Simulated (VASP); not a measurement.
# Hg (P6_3/mmc) in VASP: notebook

Hg is run at these levels: PBE+D3(BJ); tasks: relaxation of shape and atoms at fixed volume, single point.

Everything below comes from runs of VASP 6.6.1. Logs are shortened: lines on timing, memory, paths and dates and some standing lists are left out, and cuts for length are marked.

## 1. The cell of the first run

Symmetry: P6_3/mmc, No. 194, hexagonal system. Conventional cell: a = 3.225 Å, b = 3.225 Å, c = 5.027 Å, α = 90.00°, β = 90.00°, γ = 120.00°. Hg (site symmetry -6m2) has 12 Hg at 3.13 to 3.22 Å within 4.1 Å.

## 2. Relaxation of shape and atoms at fixed volume, PBE+D3(BJ) (22.64 Å³/atom)

INCAR

```
SYSTEM = Hg
PREC     = Accurate       ! precision mode
ENCUT    = 600            ! plane-wave cutoff, eV
EDIFF    = 1E-7           ! SCF threshold, eV
ISMEAR   = 0              ! smearing method
SIGMA    = 0.1            ! smearing width, eV
LREAL    = .FALSE.        ! projectors in reciprocal space
LASPH    = .TRUE.         ! aspherical terms in the spheres
NELM     = 80             ! most SCF steps
ALGO     = Fast           ! electronic algorithm
ISIF     = 4              ! what is computed and relaxed
LWAVE    = .FALSE.        ! write WAVECAR
LCHARG   = .FALSE.        ! write CHGCAR
GGA      = PE             ! functional
IVDW     = 12             ! dispersion correction
IBRION   = 2              ! ionic algorithm
NSW      = 50             ! ionic steps
EDIFFG   = -0.01          ! ionic threshold
```

KPOINTS

```
regular mesh
0
G
  15 15 8
  0 0 0
```

POSCAR

```
Hg
1.0
    3.2245739853      0.0000000000      0.0000000000
   -1.6122869926      2.7925629876      0.0000000000
    0.0000000000      0.0000000000      5.0273895995
Hg
2
Direct
    0.6666666667      0.3333333333      0.7500000000
    0.3333333333      0.6666666667      0.2500000000
```

Potentials or basis: VASP PAW PBE potentials, release 64 (Hg).

Command:

```
> cat potpaw_PBE.64/Hg/POTCAR > POTCAR
> mpirun -np 1 vasp_std > vasp.out
```

OUTCAR:

```text
SYSTEM = Hg
   PREC = Accurate
   ENCUT = 600
   EDIFF = 1E-7
   ISMEAR = 0
   LREAL = .FALSE.
   LASPH = .TRUE.
   NELM = 80
   ISIF = 4
   GGA = PE
   IVDW = 12
   IBRION = 2
   NSW = 50
   EDIFFG = -0.01
 IVDW          = 12

 ion  position               nearest neighbor table
   1  0.667  0.333  0.750-   2 3.13   2 3.13   2 3.13   2 3.13   2 3.13   2 3.13
   2  0.333  0.667  0.250-   1 3.13   1 3.13   1 3.13   1 3.13   1 3.13   1 3.13

  LATTYP: Found a hexagonal cell.
 ALAT       =     3.2245739853
 C/A-ratio  =     1.5590864475

  Lattice vectors:

 A1 = (   3.2245739853,   0.0000000000,   0.0000000000)
 A2 = (  -1.6122869926,   2.7925629876,   0.0000000000)
 A3 = (   0.0000000000,   0.0000000000,   5.0273895995)

Analysis of symmetry for initial positions (statically):
=====================================================================
 Subroutine PRICEL returns:
 Original cell was already a primitive cell.

 Routine SETGRP: Setting up the symmetry group for a
 hexagonal supercell.

 Subroutine GETGRP returns: Found 24 space group operations
 (whereof 12 operations were pure point group operations)
 out of a pool of 24 trial point group operations.

The static configuration has the point symmetry D_3d.
 The point group associated with its full space group is D_6h.

Analysis of symmetry for dynamics (positions and initial velocities):
=====================================================================
 Subroutine PRICEL returns:
 Original cell was already a primitive cell.

 Routine SETGRP: Setting up the symmetry group for a
 hexagonal supercell.

 Subroutine GETGRP returns: Found 24 space group operations
 (whereof 12 operations were pure point group operations)
 out of a pool of 24 trial point group operations.

The dynamic configuration has the point symmetry D_3d.
 The point group associated with its full space group is D_6h.

 Subroutine INISYM returns: Found 24 space group operations
 (whereof 12 operations are pure point group operations),
 and found     1 'primitive' translations

----------------------------------------------------------------------------------------

                                     Primitive cell

  volume of cell :      45.2708

  direct lattice vectors                    reciprocal lattice vectors
     3.224573985  0.000000000  0.000000000     0.310118485  0.179046991  0.000000000
    -1.612286993  2.792562988  0.000000000     0.000000000  0.358093982  0.000000000
     0.000000000  0.000000000  5.027389600     0.000000000  0.000000000  0.198910385

  length of vectors
     3.224573985  3.224573985  5.027389600     0.358093982  0.358093982  0.198910385

  position of ions in fractional coordinates (direct lattice)
     0.666666667  0.333333333  0.750000000
     0.333333333  0.666666667  0.250000000

  ion indices of the primitive-cell ions
   primitive index   ion index
                 1           1
                 2           2

----------------------------------------------------------------------------------------

 KPOINTS: regular mesh

Automatic generation of k-mesh.
 Grid dimensions read from file:
 generate k-points for:   15   15    8

 Generating k-lattice:

  Cartesian coordinates                     Fractional coordinates (reciprocal lattice)
     0.020674566  0.011936466  0.000000000     0.066666667 -0.000000000  0.000000000
     0.000000000  0.023872932  0.000000000     0.000000000  0.066666667  0.000000000
     0.000000000  0.000000000  0.024863798     0.000000000  0.000000000  0.125000000

  Length of vectors
     0.023872932  0.023872932  0.024863798

  Shift w.r.t. Gamma in fractional coordinates (k-lattice)
     0.000000000  0.000000000  0.000000000

 Subroutine IBZKPT returns following result:
 ===========================================

 Found    135 irreducible k-points:

 Following reciprocal coordinates:
            Coordinates               Weight
  0.000000  0.000000  0.000000      1.000000
  0.066667  0.000000  0.000000      6.000000
  0.133333  0.000000  0.000000      6.000000
  0.200000  0.000000  0.000000      6.000000
  0.266667  0.000000  0.000000      6.000000
  0.333333 -0.000000  0.000000      6.000000
[... 16 lines left out ...]
  0.333333  0.200000  0.000000     12.000000
  0.400000  0.200000  0.000000      6.000000
 [... further k-points ...]
   k-points           NKPTS =    135   k-points in BZ     NKDIM =    135   number of bands    NBANDS=     16
   number of dos      NEDOS =    301   number of ions     NIONS =      2
   total plane-waves  NPLWV =  31360
   dimension x,y,z NGX =    28 NGY =   28 NGZ =   40
   dimension x,y,z NGXF=    56 NGYF=   56 NGZF=   80
   ions per type =               2
   NGX,Y,Z   is equivalent  to a cutoff of  14.44, 14.44, 13.23 a.u.
   NGXF,Y,Z  is equivalent  to a cutoff of  28.87, 28.87, 26.45 a.u.
 SYSTEM =  Hg
   PREC   = accura    normal or accurate (medium, high low for compatibility)
   ISTART =      0    job   : 0-new  1-cont  2-samecut
   ICHARG =      2    charge: 1-file 2-atom 10-const
   ISPIN  =      1    spin polarized calculation?
   LNONCOLLINEAR =      F non collinear calculations
   LSORBIT =      F    spin-orbit coupling
   LASPH  =      T    aspherical Exc in radial PAW
   ENCUT  =  600.0 eV  44.10 Ry    6.64 a.u.   6.44  6.44 10.04*2*pi/ulx,y,z
   NELM   =     80;   NELMIN=  2; NELMDL= -5     # of ELM steps
   EDIFF  = 0.1E-06   stopping-criterion for ELM
   LREAL  =      F    real-space projection
   EDIFFG = -.1E-01   stopping-criterion for IOM
   NSW    =     50    number of steps for IOM
   IBRION =      2    ionic relax: 0-MD 1-quasi-New 2-CG
   NFREE  =      1    steps in history (QN), initial steepest desc. (CG)
   ISIF   =      4    stress and relaxation
   ISYM   =      2    0-nonsym 1-usesym 2-fastsym
   POTIM  = 0.5000    time-step for ionic-motion
   TEBEG  =    0.0;   TEEND  =   0.0 temperature during run
   PSTRESS=    0.0 pullay stress
   NELECT =      24.0000    total number of electrons
   NUPDOWN=      -1.0000    fix difference up-down
   EMIN   =  10.00;   EMAX   =-10.00  energy-range for DOS
   EFERMI =   0.00;   METHOD = LEGACY
   ISMEAR =     0;   SIGMA  =   0.10  broadening in eV -4-tet -1-fermi 0-gaus
   EFERMI_NEDOS =   21; number of points for ismear=-14 and -15
   IALGO  =     68    algorithm
   IMIX   =      4    mixing-type and parameters
     AMIX     =   0.40;   BMIX     =  1.00
     AMIX_MAG =   1.60;   BMIX_MAG =  1.00
  volume/ion in A,a.u.               =      22.64       152.75
  Fermi-wavevector in a.u.,A,eV,Ry     =   1.324970  2.503830 23.885637  1.755545
  Thomas-Fermi vector in A             =   2.454465
   LORBIT       =      0    0 simple, 1 ext, 2 COOP (PROOUT), +10 PAW based schemes
   GGA     = PE    functional components
   LHFCALC =     F    Hartree Fock is set to
   AEXX    =    0.0000 exact exchange contribution
   IVDW    =    12    specifies the selected vdW correction
   LEPSILON=     F    determine dielectric tensor
   LRPA    =     F    only Hartree local field effects (RPA)
 conjugate gradient relaxation of ions
 non-spin polarized calculation
 RMM-DIIS sequential band-by-band and
 Gauss-broadening in eV      SIGMA  =   0.10
  energy-cutoff  :      600.00
  volume of cell :       45.27
 maximum number of plane-waves:      1534
 NGX is ok and might be reduce to    28
   NGX = 13   NGY = 13   NGZ = 21

--------------------------------------- Ionic step        1  -------------------------------------------

 number of electron      24.0000001 magnetization

 Free energy of the ion-electron system (eV)
  ---------------------------------------------------
  ext. energy  EPLUGINS =         0.00000000
  ---------------------------------------------------
  free energy    TOTEN  =        -0.11073531 eV

  energy without entropy =       -0.10704752  energy(sigma->0) =       -0.10889141

------------------------ aborting loop because EDIFF is reached ----------------------------------------

 Edisp (eV)   -0.92501

 E8    (eV) :    -0.4185

  FORCE on cell =-STRESS in cart. coord.  units (eV):
  Direction    XX          YY          ZZ          XY          YZ          ZX
  --------------------------------------------------------------------------------------
  -------------------------------------------------------------------------------------
  Total       1.13557     1.13557     1.26745     0.00000     0.00000     0.00000
  in kB      40.18910    40.18910    44.85620     0.00000     0.00000     0.00000
  external pressure =       41.74 kB  Pullay stress =        0.00 kB
[... 141 lines left out ...]
  energy  without entropy=       -1.0326982883  energy(sigma->0) =       -1.03492272

--------------------------------------- Ionic step        5  -------------------------------------------

 number of electron      24.0000001 magnetization

 Free energy of the ion-electron system (eV)
  ---------------------------------------------------
  ext. energy  EPLUGINS =         0.00000000
  ---------------------------------------------------
  free energy    TOTEN  =        -0.11238893 eV

  energy without entropy =       -0.10826202  energy(sigma->0) =       -0.11032548

 E-fermi :   2.9617     XC(G=0): -11.0985

 val. band max:        2.9613783487   @ k =   0.3333  -0.0000   0.0000
 cond. band min:       2.9690317882   @ k =   0.3333   0.1333   0.1250
 fundamental gap:      0.0076534395
 Fermi energy:         2.9616582941

 k-point     1 :       0.0000    0.0000    0.0000
  band No.  band energies     occupation
      1      -6.3118      2.00000
      2      -5.1327      2.00000
      3      -4.0124      2.00000
      4      -3.9932      2.00000
      5      -3.9932      2.00000
      6      -3.8332      2.00000
[... 8 lines left out ...]
     15      15.7258      0.00000
     16      16.0962      0.00000
[... 420 lines left out ...]
  band No.  band energies     occupation
      1      -4.7509      2.00000
      2      -4.6550      2.00000
      3      -4.5134      2.00000
      4      -4.0894      2.00000
      5      -3.8200      2.00000
      6      -3.6960      2.00000
[... 8 lines left out ...]
     15       8.0868      0.00000
     16       8.1431      0.00000

 [... further k-points ...]

------------------------ aborting loop because EDIFF is reached ----------------------------------------

 Edisp (eV)   -0.92492

 E8    (eV) :    -0.4184

  FORCE on cell =-STRESS in cart. coord.  units (eV):
  Direction    XX          YY          ZZ          XY          YZ          ZX
  --------------------------------------------------------------------------------------
  -------------------------------------------------------------------------------------
  Total       1.13249     1.13249     1.12769     0.00000    -0.00000     0.00000
  in kB      40.07995    40.07995    39.91000     0.00000    -0.00000     0.00000
  external pressure =       40.02 kB  Pullay stress =        0.00 kB
[... 17 lines left out ...]
  FREE ENERGIE OF THE ION-ELECTRON SYSTEM (eV)
  ---------------------------------------------------
  free  energy   TOTEN  =        -1.0373091063 eV

  energy  without entropy=       -1.0331821973  energy(sigma->0) =       -1.03524565

 reached required accuracy - stopping structural energy minimisation
```

It took 5.1 min on 1 thread of Oxide Virtual Turin-like, shared host; peak memory 0.23 GiB.

Results:

```
Free energy                : -1.0373 eV
Energy gained by relaxing  : 0.8 meV/atom
Ionic steps                : 5
Pressure after relaxing    : 4.0 GPa
Band gap on the k mesh     : zero (bands 12 and 13 overlap by 1.49 eV)
Dispersion energy per atom : -0.462 eV
```

The path:
| step | energy change (eV) | largest force (eV/Å) | pressure (GPa) | volume (Å³) |
| --- | --- | --- | --- | --- |
| 1 | 0.0000 | 0.0000 | 4.17 | 45.27 |
| 2 | -0.0003 | 0.0000 | 4.15 | 45.27 |
| 3 | -0.0011 | 0.0000 | 4.08 | 45.27 |
| 4 | -0.0014 | 0.0000 | 3.97 | 45.27 |
| 5 | -0.0016 | 0.0000 | 4.00 | 45.27 |

Final structure:
```xyz
2
Lattice="3.1981 0.0000 0.0000 -1.5990 2.7696 0.0000 0.0000 0.0000 5.1110" Properties=species:S:1:pos:R:3 pbc="T T T"
Hg    1.5990    0.9232    3.8333
Hg    0.0000    1.8464    1.2778
```

Caveat: spin-orbit coupling is left out, which moves the levels of the heavy elements.

## 3. Relaxation of shape and atoms at fixed volume, PBE+D3(BJ) (23.41 Å³/atom)

This run uses another cell than the first one, of 23.41 Å³/atom.

INCAR

```
SYSTEM = Hg
PREC = Accurate
ENCUT = 600
EDIFF = 1E-7
ISMEAR = 0
SIGMA = 0.1
LREAL = .FALSE.
LASPH = .TRUE.
NELM = 80
ALGO = Fast
ISIF = 4
LWAVE = .FALSE.
LCHARG = .FALSE.
GGA = PE
IVDW = 12
IBRION = 2
NSW = 50
EDIFFG = -0.01
```

KPOINTS

```
Automatic mesh
0
G
  15 15 8
  0 0 0
```

POSCAR

```
Hg
1.0
    3.2608081865      0.0000000000      0.0000000000
   -1.6304040932      2.8239427263      0.0000000000
    0.0000000000      0.0000000000      5.0838818515
Hg
2
Direct
    0.6666666667      0.3333333333      0.7500000000
    0.3333333333      0.6666666667      0.2500000000
```

Potentials or basis: VASP PAW PBE potentials, release 64 (Hg).

Command:

```
> cat potpaw_PBE.64/Hg/POTCAR > POTCAR
> mpirun -np 1 vasp_std > vasp.out
```

It took 5.7 min on 1 thread of Oxide Virtual Turin-like, shared host; peak memory 0.24 GiB.

The run converged. Its results:

| Property | Result |
| --- | --- |
| Free energy | -1.0694 eV |
| Energy gained by relaxing | 0.2 meV/atom |
| Ionic steps | 4 |
| Pressure after relaxing | 2.7 GPa |
| Band gap on the k mesh | zero (bands 12 and 13 overlap by 1.34 eV) |
| Dispersion energy per atom | -0.447 eV |

The path:
| step | energy change (eV) | largest force (eV/Å) | pressure (GPa) | volume (Å³) |
| --- | --- | --- | --- | --- |
| 1 | 0.0000 | 0.0000 | 2.78 | 46.81 |
| 2 | 0.0000 | 0.0000 | 2.76 | 46.81 |
| 3 | -0.0002 | 0.0000 | 2.74 | 46.81 |
| 4 | -0.0003 | 0.0000 | 2.69 | 46.81 |

Final structure:
```yaml
crystal:
  lattice:
    - [3.24676, 0.00000, 0.00000]
    - [-1.62338, 2.81178, 0.00000]
    - [0.00000, 0.00000, 5.12796]
  atoms:
    - { symbol: Hg, position: [0.66667, 0.33333, 0.75000] }
    - { symbol: Hg, position: [0.33333, 0.66667, 0.25000] }
```

Levels at points of the mesh, in eV from the Fermi level:
```tsv
k point	band 10	band 11	band 12	band 13	band 14	band 15
(0.00, 0.00, 0.00)	-5.73	-5.73	-1.28	-1.03	12.36	12.36
(0.00, 0.00, 0.50)	-5.96	-5.96	-5.96	7.45	7.45	13.28
```

Caveat: spin-orbit coupling is left out, which moves the levels of the heavy elements.

## 4. Single point, PBE+D3(BJ)

This run uses another cell than the first one, of 25.67 Å³/atom.

INCAR

```
SYSTEM = Hg
PREC = Accurate
ENCUT = 520
EDIFF = 1E-7
ISMEAR = 0
SIGMA = 0.1
LREAL = .FALSE.
LASPH = .TRUE.
NELM = 100
ALGO = Fast
ISIF = 2
LWAVE = .FALSE.
LCHARG = .FALSE.
GGA = PE
IVDW = 12
ISYM = 0
NBANDS = 19
```

KPOINTS

```
Automatic mesh
0
Gamma
  12 12 8
  0.5 0.5 0.5
```

POSCAR

```
Hg
1.0
    3.3426328282      0.0000000000      0.0000000000
   -1.6713164141      2.8948049447      0.0000000000
    0.0000000000      0.0000000000      5.3059574186
Hg
2
Direct
    0.6666666667      0.3333333333      0.7500000000
    0.3333333333      0.6666666667      0.2500000000
```

Command:

```
> cat potpaw_PBE.64/Hg/POTCAR > POTCAR
> mpirun -np 1 vasp_std > vasp.out
```

Run time: 26 min. Hardware: 1 thread of Oxide Virtual Turin-like, shared host; peak memory 1.2 GiB.

It converged, with:

| Property | Result |
| --- | --- |
| Free energy | -1.1059 eV |
| Pressure | 0.3 GPa |
| Band gap on the k mesh | zero (bands 12 and 13 overlap by 0.29 eV) |
| Dispersion energy per atom | -0.408 eV |

Stress tensor (GPa, compression positive):
```
0.33 0.00 0.00
0.00 0.33 0.00
0.00 0.00 0.16
```

Levels at points of the mesh, in eV from the Fermi level:
```csv
k point,band 9,band 10,band 11,band 12,band 13,band 14,band 15,band 16
"(0.04, 0.04, 0.06)",-6.17,-5.60,-5.53,-1.74,-0.01,10.57,10.97,12.69
```

Caveat: spin-orbit coupling is left out, which moves the levels of the heavy elements.

## 5. Overview

| task | cell | k mesh | cutoff (eV) | gap on the mesh (eV) | pressure (GPa) |
| --- | --- | --- | --- | --- | --- |
| relaxation of shape and atoms at fixed volume | relaxed from a = 3.225, b = 3.225, c = 5.027 Å, angles 90.0, 90.0, 120.0°, 2 atoms | 15 × 15 × 8 | 600 | none | 4.0 |
| relaxation of shape and atoms at fixed volume | relaxed from a = 3.261, b = 3.261, c = 5.084 Å, angles 90.0, 90.0, 120.0°, 2 atoms | 15 × 15 × 8 | 600 | none | 2.7 |
| single point | a = 3.343, b = 3.343, c = 5.306 Å, angles 90.0, 90.0, 120.0°, 2 atoms | 12 × 12 × 8, shifted | 520 | none | 0.3 |

Alike in all rows: level PBE+D3(BJ); potentials or basis VASP PAW PBE potentials, release 64 (Hg); no spin polarisation; smearing gaussian 0.1 eV.

Caveats: spin-orbit coupling is left out, which moves the levels of the heavy elements.

Absolute energies hang on the potentials; compare differences alone.

The gap in the log of VASP goes by the Fermi energy; the results here count the filled bands.